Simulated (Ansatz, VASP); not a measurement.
One calculation of Hf, two programs

```
CELL_PARAMETERS angstrom
3.15872 0.00000 0.00000
-1.57936 2.73553 0.00000
0.00000 0.00000 5.00054
ATOMIC_POSITIONS crystal
Hf 0.33333 0.66667 0.25000
Hf 0.66667 0.33333 0.75000
```

Alike in both runs: functional PBEsol; k mesh 18 × 18 × 8; occupations gaussian, width 0.1 eV; no spin polarisation.

Ansatz relaxed the structure, and its values are those at the end. VASP's run is a single point on that final structure, the one shown.

|  | VASP | Ansatz |
| --- | --- | --- |
| version | VASP 6.6.1 | Ansatz 0.2.0 |
| potentials or method | VASP PAW PBE potentials, release 64 (Hf_pv), cutoff 520 eV | scalar-relativistic, plane waves, PAW |
| valence electrons in the cell | 20 | 52 |

```csv
,VASP,Ansatz,Ansatz less VASP
gap on the k mesh at the Fermi level (eV),none,none,-
pressure (GPa),-0.4,0.0,+0.38
```

VASP's potentials were made for PBE, not for PBEsol. A gap of «none» marks a metal or a gap that the smearing closes. The functional is the same, so the differences come from potentials, cutoffs and numerics. VASP's potentials hold 20 valence electrons a cell and Ansatz's 52, so a difference there can come from the potentials and not from the codes.

Spin-orbit coupling is off throughout.
